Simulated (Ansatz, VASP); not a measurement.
## PbS in VASP and in Ansatz

Contents of INCAR:

```
SYSTEM = PbS
  PREC = Accurate
  ENCUT = 500
  EDIFF = 1E-6
  ISMEAR = 0
  SIGMA = 0.01
  LREAL = .False.
  LASPH = .True.
  NELM = 120
  ALGO = Normal
  ISIF = 2
  LWAVE = .False.
  LCHARG = .False.
  GGA = PS
  NBANDS = 17
  GGA_COMPAT = .False.
```

Contents of KPOINTS:

```
Automatic mesh
0
Gamma
  6 6 6
  0 0 0
```

POSCAR

```
PbS
1.0
    0.0000000000      2.9657500000      2.9657500000
    2.9657500000      0.0000000000      2.9657500000
    2.9657500000      2.9657500000      0.0000000000
Pb S
1 1
Direct
    0.0000000000      0.0000000000      0.0000000000
    0.5000000000      0.5000000000      0.5000000000
```

Input for Ansatz:

```yaml
crystal:
  lattice:
    - [0.0, 2.96575, 2.96575]
    - [2.96575, 0.0, 2.96575]
    - [2.96575, 2.96575, 0.0]
  atoms:
    - { symbol: Pb, position: [0.0, 0.0, 0.0] }
    - { symbol: S, position: [0.5, 0.5, 0.5] }
basis:
  ecutwfc: 475.0
kpoints:
  mp_grid:
    grid: [6, 6, 6]
hamiltonian:
  xc: pbesol
scf:
  occupations:
    method: fixed
output:
  stress: true
```

Alike in both runs: task single point; functional PBEsol; k mesh 6 × 6 × 6; no spin polarisation.

|  | VASP | Ansatz |
| --- | --- | --- |
| version | VASP 6.6.1 | Ansatz 0.2.0 |
| potentials or method | VASP PAW PBE potentials, release 64 (Pb_d, S), cutoff 500 eV | plane waves, PAW |
| occupations | gaussian, width 0.01 eV | fixed |
| valence electrons in the cell | 20 | 20 |

```tsv
	VASP	Ansatz	Ansatz less VASP
pressure (GPa)	-0.9	-0.9	+0.05
```

VASP's potentials were made for PBE, not for PBEsol.

Neither program's run includes spin-orbit coupling.
